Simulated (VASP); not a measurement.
GaP: single point with LDA

GaP:

```
Ga P
1.0
     0.00000    3.05914    2.16281
     3.05914    0.00000    2.16281
     3.05914    3.05914    0.00000
Ga P
1 1
Cartesian
  0.0000 0.0000 0.0000
  4.5887 4.5887 3.2442
```

This cell differs from its parent crystal: ratio of the length along z to the lengths across it x 0.707, volume and fractional coordinates fixed.

```yaml
Program: VASP 6.6.1
Task: single point
Functional: LDA
Potentials_or_basis: VASP PAW LDA potentials, release 64 (Ga_d, P)
Cutoff: 520 eV
k_mesh: 10 × 10 × 10
Occupations: gaussian, width 0.05 eV
Spin: no spin polarisation
Dipole_correction: no
Further_INCAR_settings: ALGO = Normal; EDIFF = 1e-07; NBANDS = 16
```

```
Pressure               : -5.7 GPa
Band gap on the k mesh : zero (band 9 reaches 5.32 eV, above the bottom of band 10 at 4.02 eV)
```

Stress tensor (GPa, compression positive):
```
-9.73  0.00  0.00
 0.00 -9.73  0.00
 0.00  0.00  2.49
```

Levels at points of the mesh, in eV from the Fermi level:
```tsv
k point	band 7	band 8	band 9	band 10	band 11	band 12
(0.00, 0.00, 0.00)	-0.57	-0.57	0.68	0.87	4.02	4.76
(0.50, 0.00, 0.00)	-6.59	-2.16	-0.52	0.26	3.47	6.30
(0.50, 0.50, 0.00)	-5.31	-4.01	-4.01	-0.22	0.70	10.15
(0.50, 0.00, 0.50)	-7.46	-1.63	-1.42	2.54	3.11	7.50
```

Run time: 21 s on 1 thread of Intel(R) Xeon(R) 6975P-C (Granite Rapids), with other jobs on the host, peak memory 0.19 GiB.
